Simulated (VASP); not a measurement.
# AlCl (Fm-3m) in VASP: notebook, part 2 of 2

VASP 6.6.1. The steps go on from the part before.

### 3 Single point, PBE

The input, INCAR:

```
  PREC = Accurate
  ENCUT = 500
  EDIFF = 1E-6
  ISMEAR = 0
  SIGMA = 0.01
  LREAL = F
  LASPH = T
  NELM = 120
  ALGO = Normal
  ISIF = 2
  LWAVE = F
  LCHARG = F
  GGA = PE
  NBANDS = 12
  GGA_COMPAT = F
```

The input, KPOINTS:

```
Automatic mesh
0
Gamma
  8 8 8
```

The input, POSCAR:

```
AlCl
1.0
    0.0000000000      2.8486347600      2.8486347600
    2.8486347600      0.0000000000      2.8486347600
    2.8486347600      2.8486347600      0.0000000000
Al Cl
1 1
Direct
    0.5000000000      0.5000000000      0.5000000000
    0.0000000000      0.0000000000      0.0000000000
```

Potentials or basis: VASP PAW PBE potentials, release 64 (Al, Cl).

Run with:

```bash
> cat potpaw_PBE.64/Al/POTCAR potpaw_PBE.64/Cl/POTCAR > POTCAR
> mpirun -np 1 vasp_std > vasp.out
```

OUTCAR:

```text
PREC = Accurate
   ENCUT = 500
   EDIFF = 1E-6
   ISMEAR = 0
   LREAL = F
   LASPH = T
   NELM = 120
   ISIF = 2
   GGA = PE

 ion  position               nearest neighbor table
   1  0.500  0.500  0.500-   2 2.85   2 2.85   2 2.85   2 2.85   2 2.85   2 2.85
   2  0.000  0.000  0.000-   1 2.85   1 2.85   1 2.85   1 2.85   1 2.85   1 2.85

  LATTYP: Found a face centered cubic cell.
 ALAT       =     5.6972695200

  Lattice vectors:

 A1 = (   0.0000000000,   2.8486347600,   2.8486347600)
 A2 = (   2.8486347600,   0.0000000000,   2.8486347600)
 A3 = (   2.8486347600,   2.8486347600,   0.0000000000)

Analysis of symmetry for initial positions (statically):
=====================================================================
 Subroutine PRICEL returns:
 Original cell was already a primitive cell.

 Routine SETGRP: Setting up the symmetry group for a
 face centered cubic supercell.

 Subroutine GETGRP returns: Found 48 space group operations
 (whereof 48 operations were pure point group operations)
 out of a pool of 48 trial point group operations.

The static configuration has the point symmetry O_h .

Analysis of symmetry for dynamics (positions and initial velocities):
=====================================================================
 Subroutine PRICEL returns:
 Original cell was already a primitive cell.

 Routine SETGRP: Setting up the symmetry group for a
 face centered cubic supercell.

 Subroutine GETGRP returns: Found 48 space group operations
 (whereof 48 operations were pure point group operations)
 out of a pool of 48 trial point group operations.

The dynamic configuration has the point symmetry O_h .

 Subroutine INISYM returns: Found 48 space group operations
 (whereof 48 operations are pure point group operations),
 and found     1 'primitive' translations

----------------------------------------------------------------------------------------

                                     Primitive cell

  volume of cell :      46.2317

  direct lattice vectors                    reciprocal lattice vectors
     0.000000000  2.848634760  2.848634760    -0.175522677  0.175522677  0.175522677
     2.848634760  0.000000000  2.848634760     0.175522677 -0.175522677  0.175522677
     2.848634760  2.848634760  0.000000000     0.175522677  0.175522677 -0.175522677

  length of vectors
     4.028577912  4.028577912  4.028577912     0.304014195  0.304014195  0.304014195

  position of ions in fractional coordinates (direct lattice)
     0.500000000  0.500000000  0.500000000
     0.000000000  0.000000000  0.000000000

  ion indices of the primitive-cell ions
   primitive index   ion index
                 1           1
                 2           2

----------------------------------------------------------------------------------------

 KPOINTS: Automatic mesh

Automatic generation of k-mesh.
 Grid dimensions read from file:
 generate k-points for:    8    8    8

 Generating k-lattice:

  Cartesian coordinates                     Fractional coordinates (reciprocal lattice)
    -0.021940335  0.021940335  0.021940335     0.125000000  0.000000000  0.000000000
     0.021940335 -0.021940335  0.021940335     0.000000000  0.125000000  0.000000000
     0.021940335  0.021940335 -0.021940335     0.000000000  0.000000000  0.125000000

  Length of vectors
     0.038001774  0.038001774  0.038001774

  Shift w.r.t. Gamma in fractional coordinates (k-lattice)
     0.000000000  0.000000000  0.000000000

 Subroutine IBZKPT returns following result:
 ===========================================

 Found     29 irreducible k-points:

 Following reciprocal coordinates:
            Coordinates               Weight
  0.000000  0.000000  0.000000      1.000000
  0.125000  0.000000  0.000000      8.000000
  0.250000  0.000000  0.000000      8.000000
  0.375000  0.000000  0.000000      8.000000
  0.500000  0.000000  0.000000      4.000000
  0.125000  0.125000  0.000000      6.000000
[... 16 lines left out ...]
  0.500000  0.250000  0.125000     48.000000
 -0.375000  0.250000  0.125000     24.000000
 [... further k-points ...]
   k-points           NKPTS =     29   k-points in BZ     NKDIM =     29   number of bands    NBANDS=     12
   number of dos      NEDOS =    301   number of ions     NIONS =      2
   total plane-waves  NPLWV =  27000
   dimension x,y,z NGX =    30 NGY =   30 NGZ =   30
   dimension x,y,z NGXF=    60 NGYF=   60 NGZF=   60
   ions per type =               1   1
   NGX,Y,Z   is equivalent  to a cutoff of  12.38, 12.38, 12.38 a.u.
   NGXF,Y,Z  is equivalent  to a cutoff of  24.76, 24.76, 24.76 a.u.
 SYSTEM =  unknown system
   PREC   = accura    normal or accurate (medium, high low for compatibility)
   ISTART =      0    job   : 0-new  1-cont  2-samecut
   ICHARG =      2    charge: 1-file 2-atom 10-const
   ISPIN  =      1    spin polarized calculation?
   LNONCOLLINEAR =      F non collinear calculations
   LSORBIT =      F    spin-orbit coupling
   LASPH  =      T    aspherical Exc in radial PAW
   ENCUT  =  500.0 eV  36.75 Ry    6.06 a.u.   7.35  7.35  7.35*2*pi/ulx,y,z
   NELM   =    120;   NELMIN=  2; NELMDL= -5     # of ELM steps
   EDIFF  = 0.1E-05   stopping-criterion for ELM
   LREAL  =      F    real-space projection
   EDIFFG = 0.1E-04   stopping-criterion for IOM
   NSW    =      0    number of steps for IOM
   IBRION =     -1    ionic relax: 0-MD 1-quasi-New 2-CG
   NFREE  =      0    steps in history (QN), initial steepest desc. (CG)
   ISIF   =      2    stress and relaxation
   ISYM   =      2    0-nonsym 1-usesym 2-fastsym
   POTIM  = 0.5000    time-step for ionic-motion
   TEBEG  =    0.0;   TEEND  =   0.0 temperature during run
   PSTRESS=    0.0 pullay stress
   NELECT =      10.0000    total number of electrons
   NUPDOWN=      -1.0000    fix difference up-down
   EMIN   =  10.00;   EMAX   =-10.00  energy-range for DOS
   EFERMI =   0.00;   METHOD = LEGACY
   ISMEAR =     0;   SIGMA  =   0.01  broadening in eV -4-tet -1-fermi 0-gaus
   EFERMI_NEDOS =   21; number of points for ismear=-14 and -15
   IALGO  =     38    algorithm
   IMIX   =      4    mixing-type and parameters
     AMIX     =   0.40;   BMIX     =  1.00
     AMIX_MAG =   1.60;   BMIX_MAG =  1.00
  volume/ion in A,a.u.               =      23.12       155.99
  Fermi-wavevector in a.u.,A,eV,Ry     =   0.982716  1.857064 13.139567  0.965731
  Thomas-Fermi vector in A             =   2.113820
   LORBIT       =      0    0 simple, 1 ext, 2 COOP (PROOUT), +10 PAW based schemes
   GGA     = PE    functional components
   LHFCALC =     F    Hartree Fock is set to
   AEXX    =    0.0000 exact exchange contribution
   IVDW    =     0    specifies the selected vdW correction
   LEPSILON=     F    determine dielectric tensor
   LRPA    =     F    only Hartree local field effects (RPA)
 non-spin polarized calculation
 Gauss-broadening in eV      SIGMA  =   0.01
  energy-cutoff  :      500.00
  volume of cell :       46.23
 maximum number of plane-waves:      1211
 NGX is ok and might be reduce to    30
   NGX = 15   NGY = 15   NGZ = 15

 number of electron      10.0000000 magnetization

 number of electron       9.9999999 magnetization

 Free energy of the ion-electron system (eV)
  ---------------------------------------------------
  ext. energy  EPLUGINS =         0.00000000
  ---------------------------------------------------
  free energy    TOTEN  =        -5.92513372 eV

  energy without entropy =       -5.92513372  energy(sigma->0) =       -5.92513372

 E-fermi :   5.1602     XC(G=0):  -8.8629

 val. band max:        5.0545974785   @ k =   0.5000   0.0000   0.0000
 cond. band min:       5.5822152190   @ k =   0.5000   0.0000   0.0000
 fundamental gap:      0.5276177405
 Fermi energy:         5.1602034350

 k-point     1 :       0.0000    0.0000    0.0000
  band No.  band energies     occupation
      1     -12.2526      2.00000
      2       0.3215      2.00000
      3       0.3215      2.00000
      4       0.3215      2.00000
      5       1.0100      2.00000
      6      10.4086      0.00000
      7      10.4086      0.00000
      8      10.4086      0.00000
      9      10.4806      0.00000
     10      10.4806      0.00000
     11      10.4806      0.00000
     12      12.1812      0.00000
[... 331 lines left out ...]
 k-point    24 :      -0.3750    0.2500    0.1250
  band No.  band energies     occupation
      1     -11.8052      2.00000
      2      -2.2840      2.00000
      3      -0.6445      2.00000
      4      -0.1586      2.00000
      5       4.1809      2.00000
      6       6.2207      0.00000
      7       8.0730      0.00000
      8       8.3139      0.00000
      9      12.4422      0.00000
     10      12.7473      0.00000
     11      15.6250      0.00000
     12      16.1565      0.00000

 [... further k-points ...]
[... 5 lines left out ...]
  --------------------------------------------------------------------------------------
  -------------------------------------------------------------------------------------
  Total        1.6399450      1.6399450      1.6399450     -0.0000000     -0.0000000     -0.0000000
  in kB       56.8328678     56.8328678     56.8328678     -0.0000000     -0.0000000     -0.0000000
  external PRESSURE =      56.8328678 kB  Pullay stress =       0.0000000 kB

 VOLUME and BASIS-vectors are now :
 -----------------------------------------------------------------------------
  energy-cutoff  :      500.00
  volume of cell :       46.23
      direct lattice vectors                 reciprocal lattice vectors
     0.000000000  2.848634760  2.848634760    -0.175522677  0.175522677  0.175522677
     2.848634760  0.000000000  2.848634760     0.175522677 -0.175522677  0.175522677
     2.848634760  2.848634760  0.000000000     0.175522677  0.175522677 -0.175522677

 POSITION                                       TOTAL-FORCE (eV/Angst)
 -----------------------------------------------------------------------------------
      2.84863      2.84863      2.84863         0.000000     -0.000000     -0.000000
      0.00000      0.00000      0.00000        -0.000000      0.000000      0.000000
 -----------------------------------------------------------------------------------
    total drift:                               -0.000000      0.000000      0.000000

  FREE ENERGIE OF THE ION-ELECTRON SYSTEM (eV)
  ---------------------------------------------------
  free  energy   TOTEN  =        -5.9251337163 eV

  energy  without entropy=       -5.9251337163  energy(sigma->0) =       -5.92513372
```

stdout:

```text
POSCAR found type information on POSCAR AlCl
 POSCAR found :  2 types and       2 ions
 scaLAPACK will be used
 LDA part: xc-table for (Slater+PW92), standard interpolation
 POSCAR, INCAR and KPOINTS ok, starting setup
 FFT: planning ... GRIDC
 FFT: planning ... GRID_SOFT
 FFT: planning ... GRID
 WAVECAR not read
 entering main loop
```

It took 19 s on 1 thread of AMD EPYC 7R43 (Zen 3), shared host; peak memory 0.12 GiB.

Results:

```yaml
Free_energy: -5.9251 eV
Pressure: 5.7 GPa
Band_gap_on_the_k_mesh: 0.53 eV
```

Levels at points of the mesh, in eV from the valence-band top:
```
           k point  band 3  band 4  band 5  band 6  band 7  band 8
(0.00, 0.00, 0.00)   -4.73   -4.73   -4.04    5.35    5.35    5.35
(0.50, 0.00, 0.00)   -4.90   -4.90    0.00    0.53    2.35    2.35
(0.50, 0.50, 0.00)   -5.56   -5.56   -3.36    2.53    4.04    5.09
```

Caveat: the cell stands under pressure. A k mesh can miss the band edges.
